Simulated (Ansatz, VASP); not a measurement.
## One calculation of C, two programs

Contents of INCAR:

```
SYSTEM = C
ALGO = Normal
EDIFF = 1E-6
ENCUT = 520
GGA = PE
ISIF = 2
ISMEAR = 0
LASPH = .True.
LCHARG = .False.
LREAL = .False.
LWAVE = .False.
NBANDS = 36
NELM = 60
PREC = Accurate
SIGMA = 0.15
```

The input KPOINTS:

```
k-points
0
Gamma
  18 18 2
  0 0 0
```

File POSCAR:

```
C
1.0
    2.3454914661      0.0000000000      0.0000000000
   -1.1727457331      2.0312551940      0.0000000000
    0.0000000000      0.0000000000     30.3810111588
C
12
Direct
    0.6666666667      0.3333333333      0.9805841193
    0.6666666667      0.3333333333      0.4765728544
    0.6666666667      0.3333333333      0.7547604756
    0.6666666667      0.3333333333      0.2507492107
    0.0000000000      0.0000000000      0.6156666650
    0.3333333333      0.6666666667      0.2547604756
    0.0000000000      0.0000000000      0.1156666650
    0.6666666667      0.3333333333      0.6156666650
    0.3333333333      0.6666666667      0.7507492107
    0.3333333333      0.6666666667      0.1156666650
    0.3333333333      0.6666666667      0.4805841193
    0.3333333333      0.6666666667      0.9765728544
```

Input for Ansatz:

```yaml
crystal:
  lattice:
    - [2.3454914661, 0.0, 0.0]
    - [-1.1727457331, 2.031255194, 0.0]
    - [0.0, 0.0, 30.3810111588]
  atoms:
    - { symbol: C, position: [0.6666666667, 0.3333333333, 0.9805841193] }
    - { symbol: C, position: [0.6666666667, 0.3333333333, 0.4765728544] }
    - { symbol: C, position: [0.6666666667, 0.3333333333, 0.7547604756] }
    - { symbol: C, position: [0.6666666667, 0.3333333333, 0.2507492107] }
    - { symbol: C, position: [0.0, 0.0, 0.615666665] }
    - { symbol: C, position: [0.3333333333, 0.6666666667, 0.2547604756] }
    - { symbol: C, position: [0.0, 0.0, 0.115666665] }
    - { symbol: C, position: [0.6666666667, 0.3333333333, 0.615666665] }
    - { symbol: C, position: [0.3333333333, 0.6666666667, 0.7507492107] }
    - { symbol: C, position: [0.3333333333, 0.6666666667, 0.115666665] }
    - { symbol: C, position: [0.3333333333, 0.6666666667, 0.4805841193] }
    - { symbol: C, position: [0.3333333333, 0.6666666667, 0.9765728544] }
basis:
  ecutwfc: 520.0
kpoints:
  mp_grid: { grid: [18, 18, 2] }
hamiltonian:
  xc: pbe
  pseudopotentials: { kind: paw, azcp: { folder: soft_1 } }
scf:
  occupations: { method: gaussian, width: 0.15 }
output:
  forces: true
  stress: true
  eigenvalues: true
  write_density: true
  write_potential: true
  elf: true
  volumetric_format: npy
```

Alike in both runs: task single point; functional PBE; k mesh 18 × 18 × 2; occupations gaussian, width 0.15 eV; no spin polarisation.

```csv
,VASP,Ansatz
version,VASP 6.6.1,Ansatz 0.2.0
potentials or method,"VASP PAW PBE potentials, release 64 (C), cutoff 520 eV","scalar-relativistic, plane waves, PAW"
valence electrons in the cell,48,48
```

```csv
,VASP,Ansatz,Ansatz less VASP
gap on the k mesh at the Fermi level (eV),none,none,-
rms of the force components (eV/Å),0.908,0.910,+0.0023
```

Atom by atom the forces differ by 0.002 eV/Å (rms over components). A gap of «none» marks a metal or a gap that the smearing closes. With one functional, cell and mesh, what is left measures potentials, basis and numerics. Ansatz's warnings: xc potential rough in thin density.
